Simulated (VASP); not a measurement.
The system is SrO.

```
CELL_PARAMETERS angstrom
0.00000 2.47670 2.47670
2.47670 0.00000 2.47670
2.47670 2.47670 0.00000
ATOMIC_POSITIONS crystal
Sr 0.00000 0.00000 0.00000
O 0.50000 0.50000 0.50000
```

This cell differs from its parent crystal: strain -4.0%.

Program: VASP 6.6.1. Alike in all runs: task single point; potentials or basis VASP PAW PBE potentials, release 64 (Sr_sv, O); no spin polarisation; cell as given; cutoff (eV) 520. Hardware: 1 thread of Intel(R) Xeon(R) Platinum 8259CL CPU @ 2.50GHz (Skylake/Cascade Lake), on a shared host.

Task: Order these runs on this cell by their wall time, lowest first.
A. level HSE06; k mesh 6 × 6 × 6; smearing gaussian 0.01 eV; grid for exact exchange (PRECFOCK) Normal; screening parameter 0.2079 1/Å
B. level PBE; k mesh 8 × 8 × 8; smearing fermi-dirac 0.02 eV
C. level r2SCAN; k mesh 8 × 8 × 8; smearing gaussian 0.01 eV

Result: B (16 s), C (63 s), A (1800 s).
